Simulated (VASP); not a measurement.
Si: relaxation of cell and atoms with PBE

Crystal: Si.

```
Si
1.0
     2.52700    0.00000    0.00000
    -1.26350    2.18845    0.00000
     0.00000    0.00000    2.37300
Si
1
Cartesian
  0.0000 0.0000 0.0000
```

```json
{
  "Program": "VASP 6.6.1",
  "Task": "relaxation of cell and atoms",
  "Functional": "PBE",
  "Potentials or basis": "VASP PAW PBE potentials, release 64 (Si)",
  "Cutoff": "600 eV",
  "k mesh": "11 × 11 × 10",
  "Occupations": "methfessel-paxton, width 0.1 eV",
  "Spin": "no spin polarisation",
  "Target pressure": "-2 GPa",
  "Dipole correction": "no",
  "Further INCAR settings": "ALGO = Normal; EDIFF = 1e-06; IBRION = 2; EDIFFG = -0.02; NSW = 80; ISIF = 3"
}
```

The relaxed volume is 15.41 Å³/atom, the relaxed cell is a = 2.667 Å, b = 2.667 Å, c = 2.501 Å, α = 90.00°, β = 90.00°, γ = 120.00° and the space group after relaxing (to 0.05 Å) is P6/mmm (No. 191). The energy change on relaxing (the enthalpy is what falls) is -112.3 meV/atom, the ionic steps are 7 and the pressure after relaxing is -2.0 GPa. The band gap on the k mesh is zero (band 2 reaches 16.56 eV, above the bottom of band 3 at 6.02 eV).

The path:
```tsv
step	energy change (eV)	largest force (eV/Å)	pressure (GPa)	volume (Å³)
1	0.0000	0.0000	20.74	13.12
2	-0.0527	0.0000	-9.21	16.99
3	-0.1122	0.0000	-2.03	15.42
4	-0.1128	0.0000	-1.71	15.37
5	-0.1126	0.0000	-1.84	15.38
6	-0.1128	0.0000	-1.78	15.37
7	-0.1123	0.0000	-2.02	15.41
```

Final structure:
```
Si
1.0
     2.66720    0.00000    0.00000
    -1.33360    2.30987    0.00000
     0.00000    0.00000    2.50142
Si
1
Direct
  0.00000 0.00000 0.00000
```

Levels at points of the mesh, in eV from the Fermi level:
```csv
k point,band 1,band 2,band 3,band 4,band 5,band 6
"(0.00, 0.00, 0.00)",-13.87,7.33,7.61,9.62,9.62,11.89
"(0.00, 0.00, 0.50)",-9.16,-7.05,13.03,13.03,14.57,14.57
```

It took 29 s on 1 thread of AMD EPYC 7R43 64-Core Processor (Zen 3), with other jobs on the host, peak memory 0.09 GiB.

Caveat: the cell is relaxed towards a set pressure, so the enthalpy falls and the energy may rise; the volume moved by over 15 % at a fixed basis, so the end points are rough. Zero-point motion and thermal expansion aren't in these numbers.
